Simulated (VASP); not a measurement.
Wanted: the native input for a VASP 6.6.1 run.

```yaml
Task: single point
Functional: PBE
Potentials_or_basis: VASP PAW PBE potentials, release 64 (Ti_sv, Sn_d, S)
Cutoff: 520 eV
k_mesh: 4 × 2 × 1
Occupations: gaussian, width 0.1 eV
Spin: no spin polarisation
Dipole_correction: no
Further_INCAR_settings: ALGO = Normal; EDIFF = 1e-07; NBANDS = 62
```

The structure of TiSnS4 lies in POSCAR:

```
TiSnS4
1.0
    1.8018893476     -3.1200349049      0.0232406050
   -5.3755534085     -3.1029862701      0.0066197505
   -0.0316654737      0.0813091203    -13.6909920066
Ti Sn S
2 2 8
Direct
    0.4373701665      0.4966753106      0.9991599810
    1.0553381269     -0.0029273320      0.9985107505
    0.5035850137      0.5010393560      0.5010995631
    1.0035232632      0.0010392830      0.5011021987
    0.4920373449      0.8278741915      0.8998996260
   -0.0081443809      0.3281554630      0.8999030875
    0.0038280281      0.6721305371      0.0979785996
    0.4982566252      0.1718573097      0.0979380588
    0.0089636486      0.6681375511      0.6117205551
    0.5088889431      0.1681177659      0.6117208280
    0.4981516023      0.8339392495      0.3904828228
   -0.0017983818      0.3339613148      0.3904839289
```

One way to write it, as run:

INCAR

```
SYSTEM = TiSnS4
ALGO = Normal ; EDIFF = 1E-7
ENCUT = 520 ; GGA = PE
ISIF = 2 ; ISMEAR = 0
LASPH = .True. ; LCHARG = .True.
LELF = .True. ; LREAL = .False.
LVHAR = .True. ; LWAVE = .False.
NBANDS = 62 ; NELM = 60
PREC = Accurate ; SIGMA = 0.1
```

KPOINTS

```
k-points
0
Gamma
  4 2 1
  0 0 0
```

Potentials or basis: VASP PAW PBE potentials, release 64 (Ti_sv, Sn_d, S).

Run with:

```sh
$ cat potpaw_PBE.64/Ti_sv/POTCAR potpaw_PBE.64/Sn_d/POTCAR potpaw_PBE.64/S/POTCAR > POTCAR
$ mpirun -np 1 vasp_std > vasp.out
```

Results of the run:

```
Pressure               : -0.1 GPa
Largest force          : 0.013 eV/Å
Band gap on the k mesh : 0.72 eV (least direct gap 0.80 eV)
```

Caveat: the k points lie up to 0.51 Å⁻¹ apart; semilocal functionals underestimate gaps, and a narrow one can read as zero; spin-orbit coupling is left out, which moves the levels of the heavy elements.

Wall time 9 min on 1 thread of Intel Xeon 8259CL (shared host), peak memory 0.43 GiB.
